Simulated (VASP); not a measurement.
The system is Ga3S2.

```
CELL_PARAMETERS angstrom
4.92988 0.00000 0.00000
0.00000 4.92988 0.00000
0.00000 0.00000 4.92988
ATOMIC_POSITIONS crystal
Ga 0.00000 0.50000 0.50000
Ga 0.50000 0.00000 0.50000
Ga 0.50000 0.50000 0.00000
S 0.50000 0.50000 0.50000
S 0.00000 0.00000 0.00000
```

The cell was built from a structure type or drawn by symmetry, and may not be a known phase.

| Property | Result |
| --- | --- |
| Program | VASP 6.6.1 |
| Task | relaxation of cell and atoms |
| Functional | PBE |
| Potentials or basis | VASP PAW PBE potentials, release 64 (Ga_d, S) |
| Cutoff | 600 eV |
| k mesh | 8 × 8 × 8 |
| Occupations | gaussian, width 0.1 eV |
| Spin | no spin polarisation |

At the start: pressure 1.5 GPa; volume 23.96 Å³/atom.

Task: Where does the relaxation end?

Result: Over 5 steps the energy falls by 7.3 meV/atom and the volume is 25.52 Å³/atom (+6.5 %); space group Pm-3m (No. 221, to 0.1 Å) before and after.

Step by step:
| step | energy change (eV) | largest force (eV/Å) | pressure (GPa) | volume (Å³) |
| --- | --- | --- | --- | --- |
| 1 | 0.0000 | 0.0000 | 1.50 | 119.81 |
| 2 | -0.0271 | 0.0000 | 0.75 | 123.74 |
| 3 | -0.0367 | 0.0000 | -0.14 | 128.06 |
| 4 | -0.0366 | 0.0000 | 0.08 | 127.34 |
| 5 | -0.0367 | 0.0000 | 0.03 | 127.59 |

Final structure:
```
Ga S
1.0
     5.03429    0.00000    0.00000
     0.00000    5.03429    0.00000
     0.00000    0.00000    5.03429
Ga S
3 2
Direct
  0.00000 0.50000 0.50000
  0.50000 0.00000 0.50000
  0.50000 0.50000 0.00000
  0.50000 0.50000 0.50000
  0.00000 0.00000 0.00000
```
